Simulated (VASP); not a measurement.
# C (Cmme) in VASP: further runs

The runs below take C through single point, with PBE.

All numbers are computed with VASP 6.6.1; they aren't measurements. Logs are shortened: lines on timing, memory, paths and dates and some standing lists are left out, and cuts for length are marked.

**1. The cell of the first run**

The structure is orthorhombic, space group Cmme (No. 67). The conventional cell has a = 2.376 Å, b = 4.114 Å, c = 8.386 Å, α = 90.00°, β = 90.00°, γ = 90.00°. Within 1.8 Å of C (site symmetry m) lie 3 C at 1.37 Å.

**2. Single point, PBE (10.25 Å³/atom)**

File INCAR:

```
SYSTEM = C
  ALGO = Normal
  EDIFF = 1E-6
  ENCUT = 520
  GGA = PE
  ISIF = 2
  ISMEAR = 0
  LASPH = .TRUE.
  LCHARG = .FALSE.
  LREAL = .FALSE.
  LWAVE = .FALSE.
  NBANDS = 16
  NELM = 60
  PREC = Accurate
  SIGMA = 0.15
```

File KPOINTS:

```
k-points
0
G
  21 21 6
  0 0 0
```

File POSCAR:

```
C
1.0
    1.1877575731     -2.0572043257      0.0000000000
    1.1877575731      2.0572043257      0.0000000000
    0.0000000000      0.0000000000      8.3856497982
C
4
Direct
    0.0833329406      0.9166670594      0.7503043452
    0.5833329406      0.4166670594      0.2496956548
    0.9166670594      0.0833329406      0.2496956548
    0.4166670594      0.5833329406      0.7503043452
```

Potentials or basis: VASP PAW PBE potentials, release 64 (C).

Started as:

```sh
$ cat potpaw_PBE.64/C/POTCAR > POTCAR
$ mpirun -np 1 vasp_std > vasp.out
```

OUTCAR:

```text
SYSTEM = C
   EDIFF = 1E-6
   ENCUT = 520
   GGA = PE
   ISIF = 2
   ISMEAR = 0
   LASPH = .TRUE.
   LREAL = .FALSE.
   NELM = 60
   PREC = Accurate

 ion  position               nearest neighbor table
   1  0.083  0.917  0.750-   4 1.37   4 1.37   4 1.37
   2  0.583  0.417  0.250-   3 1.37   3 1.37   3 1.37
   3  0.917  0.083  0.250-   2 1.37   2 1.37   2 1.37
   4  0.417  0.583  0.750-   1 1.37   1 1.37   1 1.37

  LATTYP: Found a base centered orthorhombic cell.
 ALAT       =     2.3755151462
 B/A-ratio  =     1.7320069114
 C/A-ratio  =     3.5300342377

  Lattice vectors:

 A1 = (   1.1877575731,  -2.0572043257,   0.0000000000)
 A2 = (   1.1877575731,   2.0572043257,   0.0000000000)
 A3 = (   0.0000000000,   0.0000000000,   8.3856497982)

Analysis of symmetry for initial positions (statically):
=====================================================================
 Subroutine PRICEL returns:
 Original cell was already a primitive cell.

 Routine SETGRP: Setting up the symmetry group for a
 base centered orthorhombic supercell.

 Subroutine GETGRP returns: Found  8 space group operations
 (whereof  4 operations were pure point group operations)
 out of a pool of  8 trial point group operations.

The static configuration has the point symmetry C_2h.
 The point group associated with its full space group is D_2h.

Analysis of symmetry for dynamics (positions and initial velocities):
=====================================================================
 Subroutine PRICEL returns:
 Original cell was already a primitive cell.

 Routine SETGRP: Setting up the symmetry group for a
 base centered orthorhombic supercell.

 Subroutine GETGRP returns: Found  8 space group operations
 (whereof  4 operations were pure point group operations)
 out of a pool of  8 trial point group operations.

The dynamic configuration has the point symmetry C_2h.
 The point group associated with its full space group is D_2h.

 Subroutine INISYM returns: Found  8 space group operations
 (whereof  4 operations are pure point group operations),
 and found     1 'primitive' translations

----------------------------------------------------------------------------------------

                                     Primitive cell

  volume of cell :      40.9800

[... 91 lines left out ...]
   NELM   =     60;   NELMIN=  2; NELMDL= -5     # of ELM steps
   EDIFF  = 0.1E-05   stopping-criterion for ELM
   LREAL  =      F    real-space projection
   EDIFFG = 0.1E-04   stopping-criterion for IOM
   NSW    =      0    number of steps for IOM
   IBRION =     -1    ionic relax: 0-MD 1-quasi-New 2-CG
   NFREE  =      0    steps in history (QN), initial steepest desc. (CG)
   ISIF   =      2    stress and relaxation
   ISYM   =      2    0-nonsym 1-usesym 2-fastsym
   POTIM  = 0.5000    time-step for ionic-motion
   TEBEG  =    0.0;   TEEND  =   0.0 temperature during run
   PSTRESS=    0.0 pullay stress
   NELECT =      16.0000    total number of electrons
   NUPDOWN=      -1.0000    fix difference up-down
   EMIN   =  10.00;   EMAX   =-10.00  energy-range for DOS
   EFERMI =   0.00;   METHOD = LEGACY
   ISMEAR =     0;   SIGMA  =   0.15  broadening in eV -4-tet -1-fermi 0-gaus
   EFERMI_NEDOS =   21; number of points for ismear=-14 and -15
   IALGO  =     38    algorithm
   IMIX   =      4    mixing-type and parameters
     AMIX     =   0.40;   BMIX     =  1.00
     AMIX_MAG =   1.60;   BMIX_MAG =  1.00
  volume/ion in A,a.u.               =      10.25        69.14
  Fermi-wavevector in a.u.,A,eV,Ry     =   1.196532  2.261117 19.479296  1.431688
  Thomas-Fermi vector in A             =   2.332470
   LORBIT       =      0    0 simple, 1 ext, 2 COOP (PROOUT), +10 PAW based schemes
   GGA     = PE    functional components
   LHFCALC =     F    Hartree Fock is set to
   AEXX    =    0.0000 exact exchange contribution
   IVDW    =     0    specifies the selected vdW correction
   LEPSILON=     F    determine dielectric tensor
   LRPA    =     F    only Hartree local field effects (RPA)
 non-spin polarized calculation
 Gauss-broadening in eV      SIGMA  =   0.15
  energy-cutoff  :      520.00
  volume of cell :       40.98
 maximum number of plane-waves:      1141
 NGX is ok and might be reduce to    18
   NGX =  9   NGY =  9   NGZ = 31

 number of electron      16.0000006 magnetization

 Free energy of the ion-electron system (eV)
  ---------------------------------------------------
  ext. energy  EPLUGINS =         0.00000000
  ---------------------------------------------------
  free energy    TOTEN  =       -36.48271390 eV

  energy without entropy =      -36.48145636  energy(sigma->0) =      -36.48208513

 E-fermi :   3.5355     XC(G=0):  -9.0101

 val. band max:        3.5349435333   @ k =   0.3333   0.3333   0.5000
 cond. band min:       3.5358223578   @ k =   0.3333   0.3333   0.5000
 fundamental gap:      0.0008788245
 Fermi energy:         3.5355182906

 k-point     1 :       0.0000    0.0000    0.0000
  band No.  band energies     occupation
      1     -16.9217      2.00000
      2     -16.8825      2.00000
      3      -5.1108      2.00000
      4      -4.6092      2.00000
      5       0.5536      2.00000
      6       0.5545      2.00000
[... 433 lines left out ...]
      3      -7.0663      2.00000
      4      -7.0521      2.00000
      5      -2.8626      2.00000
      6      -2.8603      2.00000
[... 8 lines left out ...]
     15      17.6585      0.00000
     16      19.0655      0.00000

 [... further k-points ...]

------------------------ aborting loop because EDIFF is reached ----------------------------------------

  FORCE on cell =-STRESS in cart. coord.  units (eV):
  Direction    XX          YY          ZZ          XY          YZ          ZX
  --------------------------------------------------------------------------------------
  -------------------------------------------------------------------------------------
  Total       11.3483237     11.3480301     -0.0009307      0.0000000     -0.0000000      0.0000000
  in kB      443.6805007    443.6690229     -0.0363862      0.0000000     -0.0000000      0.0000000
  external PRESSURE =     295.7710458 kB  Pullay stress =       0.0000000 kB

 VOLUME and BASIS-vectors are now :
 -----------------------------------------------------------------------------
  energy-cutoff  :      520.00
  volume of cell :       40.98
      direct lattice vectors                 reciprocal lattice vectors
     1.187757573 -2.057204326  0.000000000     0.420961324 -0.243048293  0.000000000
     1.187757573  2.057204326  0.000000000     0.420961324  0.243048293  0.000000000
     0.000000000  0.000000000  8.385649798     0.000000000  0.000000000  0.119251343

 POSITION                                       TOTAL-FORCE (eV/Angst)
 -----------------------------------------------------------------------------------
      1.18776      1.71434      6.29179         0.000000      0.000668     -0.000118
      1.18776     -0.34287      2.09386         0.000000      0.000668      0.000118
      1.18776     -1.71434      2.09386         0.000000     -0.000668      0.000118
      1.18776      0.34287      6.29179         0.000000     -0.000668     -0.000118
 -----------------------------------------------------------------------------------
    total drift:                               -0.000000     -0.000000      0.000000

  FREE ENERGIE OF THE ION-ELECTRON SYSTEM (eV)
  ---------------------------------------------------
  free  energy   TOTEN  =       -36.4827139020 eV

  energy  without entropy=      -36.4814563565  energy(sigma->0) =      -36.48208513
```

OSZICAR:

```text
N       E                     dE             d eps       ncg     rms          rms(c)
DAV:   1     0.470654951547E+02    0.47065E+02   -0.78574E+03 15536   0.908E+02
DAV:   2    -0.364723681913E+02   -0.83538E+02   -0.75635E+02 21392   0.199E+02
DAV:   3    -0.399246440796E+02   -0.34523E+01   -0.34306E+01 20936   0.388E+01
DAV:   4    -0.399588575442E+02   -0.34213E-01   -0.34200E-01 19584   0.467E+00
DAV:   5    -0.399594358293E+02   -0.57829E-03   -0.57821E-03 20544   0.578E-01    0.103E+01
DAV:   6    -0.373591689453E+02    0.26003E+01   -0.18870E+00 18344   0.836E+00    0.605E+00
DAV:   7    -0.364650710963E+02    0.89410E+00   -0.23818E+00 19608   0.944E+00    0.180E+00
DAV:   8    -0.364835396374E+02   -0.18469E-01   -0.94404E-02 18960   0.179E+00    0.297E-01
DAV:   9    -0.364823419357E+02    0.11977E-02   -0.18653E-03 20120   0.292E-01    0.147E-01
DAV:  10    -0.364827044440E+02   -0.36251E-03   -0.14349E-03 18168   0.231E-01    0.819E-02
DAV:  11    -0.364827106364E+02   -0.61923E-05   -0.31488E-05 20464   0.368E-02    0.141E-02
DAV:  12    -0.364827138016E+02   -0.31652E-05   -0.24927E-06 18304   0.139E-02    0.121E-03
DAV:  13    -0.364827139020E+02   -0.10045E-06   -0.22453E-07 16416   0.348E-03
   1 F= -.36482714E+02 E0= -.36482085E+02  d E =-.125755E-02
```

stdout:

```text
POSCAR found type information on POSCAR C
 POSCAR found :  1 types and       4 ions
 scaLAPACK will be used
 LDA part: xc-table for (Slater+PW92), standard interpolation
 POSCAR, INCAR and KPOINTS ok, starting setup
 FFT: planning ... GRIDC
 FFT: planning ... GRID_SOFT
 FFT: planning ... GRID
 WAVECAR not read
 entering main loop
```

Run time: 3.7 min. Hardware: 1 thread of AMD EPYC 7R13 (Zen 3), shared host; peak memory 0.3 GiB.

What came out:

* Free energy: -36.4827 eV
* Pressure: 29.6 GPa
* Band gap on the k mesh: zero (filled and empty bands touch)

Levels at points of the mesh, in eV from the Fermi level:
```csv
k point,band 4,band 5,band 6,band 7,band 8,band 9,band 10,band 11,band 12,band 13
"(0.00, 0.00, 0.00)",-8.14,-2.98,-2.98,-2.98,-2.98,2.72,6.19,9.07,9.07,9.07
"(0.00, 0.00, 0.50)",-8.40,-2.98,-2.98,-2.98,-2.98,4.04,4.05,9.07,9.07,9.07
```

Caveat: the stress differs along the axes, from -0 to 44 GPa; this functional lacks dispersion, which binds layers or chains, so the pressure and a relaxed spacing across them are unreliable.

**3. Single point, PBE (10.86 Å³/atom)**

This run uses another cell than the first one, of 10.86 Å³/atom.

File INCAR:

```
SYSTEM = C
  PREC = Accurate
  ENCUT = 520
  EDIFF = 1E-7
  ISMEAR = 0
  SIGMA = 0.15
  LREAL = .False.
  LASPH = .True.
  NELM = 80
  ALGO = Normal
  ISIF = 2
  LWAVE = .False.
  LCHARG = .True.
  GGA = PE
  LELF = .True.
  LVHAR = .True.
  NBANDS = 16
```

File KPOINTS:

```
regular mesh
0
Gamma
  21 21 6
  0 0 0
```

File POSCAR:

```
C
1.0
    1.2109524768     -2.0973780594      0.0000000000
    1.2109524768      2.0973780594      0.0000000000
    0.0000000000      0.0000000000      8.5494074071
C
4
Direct
    0.0833329406      0.9166670594      0.7503043452
    0.5833329406      0.4166670594      0.2496956548
    0.9166670594      0.0833329406      0.2496956548
    0.4166670594      0.5833329406      0.7503043452
```

Potentials or basis: VASP PAW PBE potentials, release 64 (C).

Started as:

```sh
$ cat potpaw_PBE.64/C/POTCAR > POTCAR
$ mpirun -np 1 vasp_std > vasp.out
```

It took 3.7 min on 1 thread of AMD EPYC 7R13 (Zen 3), shared host; peak memory 0.31 GiB.

Results (log left out):

```
Free energy            : -36.8056 eV
Pressure               : 13.2 GPa
Band gap on the k mesh : zero (filled and empty bands touch)
```

Stress tensor (GPa, compression positive):
```
19.77  0.00  0.00
 0.00 19.77  0.00
 0.00  0.00 -0.03
```

Levels at points of the mesh, in eV from the Fermi level:
| k point | band 5 | band 6 | band 7 | band 8 | band 9 | band 10 | band 11 | band 12 |
| --- | --- | --- | --- | --- | --- | --- | --- | --- |
| (0.00, 0.00, 0.00) | -3.02 | -3.02 | -3.02 | -3.02 | 2.88 | 6.17 | 8.66 | 8.67 |
| (0.00, 0.00, 0.50) | -3.02 | -3.02 | -3.02 | -3.02 | 4.13 | 4.14 | 8.67 | 8.67 |

Caveat: the stress differs along the axes, from -0 to 20 GPa; this functional lacks dispersion, which binds layers or chains, so the pressure and a relaxed spacing across them are unreliable.

**4. Single point, PBE (12.08 Å³/atom)**

This run uses another cell than the first one, of 12.08 Å³/atom.

File INCAR:

```
SYSTEM = C
PREC = Accurate
ENCUT = 520
EDIFF = 1E-6
ISMEAR = 0
SIGMA = 0.15
LREAL = .False.
LASPH = .True.
NELM = 100
ALGO = Normal
ISIF = 2
LWAVE = .False.
LCHARG = .True.
GGA = PE
LELF = .True.
LVHAR = .True.
NBANDS = 16
```

File KPOINTS:

```
Automatic mesh
0
Gamma
  21 21 6
  0 0 0
```

File POSCAR:

```
C
1.0
    1.2548143173     -2.1733470702      0.0000000000
    1.2548143173      2.1733470702      0.0000000000
    0.0000000000      0.0000000000      8.8590750044
C
4
Direct
    0.0833329406      0.9166670594      0.7503043452
    0.5833329406      0.4166670594      0.2496956548
    0.9166670594      0.0833329406      0.2496956548
    0.4166670594      0.5833329406      0.7503043452
```

Started as:

```sh
$ cat potpaw_PBE.64/C/POTCAR > POTCAR
$ mpirun -np 1 vasp_std > vasp.out
```

Run time: 5.6 min. Hardware: 1 thread of AMD EPYC 7R13 (Zen 3), shared host; peak memory 0.34 GiB.

Results (log left out):

| Property | Result |
| --- | --- |
| Free energy | -36.8328 eV |
| Pressure | -9.7 GPa |
| Band gap on the k mesh | zero (filled and empty bands touch) |

Stress tensor (GPa, compression positive):
```
-14.56   0.00   0.00
  0.00 -14.55   0.00
  0.00   0.00  -0.06
```

Levels at points of the mesh, in eV from the Fermi level:
```tsv
k point	band 4	band 5	band 6	band 7	band 8	band 9	band 10	band 11	band 12	band 13
(0.00, 0.00, 0.00)	-7.07	-3.06	-3.06	-3.06	-3.06	3.16	6.14	7.97	7.97	7.97
(0.00, 0.00, 0.50)	-7.27	-3.06	-3.06	-3.06	-3.06	4.29	4.30	7.97	7.97	7.97
```

Caveat: the stress differs along the axes, from -15 to -0 GPa; this functional lacks dispersion, which binds layers or chains, so the pressure and a relaxed spacing across them are unreliable.

**5. The runs side by side**

| cell | gap on the mesh (eV) | pressure (GPa) |
| --- | --- | --- |
| a = 2.375, b = 2.375, c = 8.386 Å, angles 90.0, 90.0, 120.0°, 4 atoms | none | 29.6 |
| a = 2.422, b = 2.422, c = 8.549 Å, angles 90.0, 90.0, 120.0°, 4 atoms | none | 13.2 |
| a = 2.510, b = 2.510, c = 8.859 Å, angles 90.0, 90.0, 120.0°, 4 atoms | none | -9.7 |

Alike in all rows: task single point; level PBE; potentials or basis VASP PAW PBE potentials, release 64 (C); no spin polarisation; k mesh 21 × 21 × 6; cutoff (eV) 520; smearing gaussian 0.15 eV.

Caveats: this functional lacks dispersion, which binds layers or chains, so the pressure and a relaxed spacing across them are unreliable; the stress differs along the axes, from -0 to 44 GPa (at least some runs); the stress differs along the axes, from -0 to 20 GPa (at least some runs); the stress differs along the axes, from -15 to -0 GPa (at least some runs).

Total energies depend on the potentials used, so only differences within one code and one set of settings carry meaning.
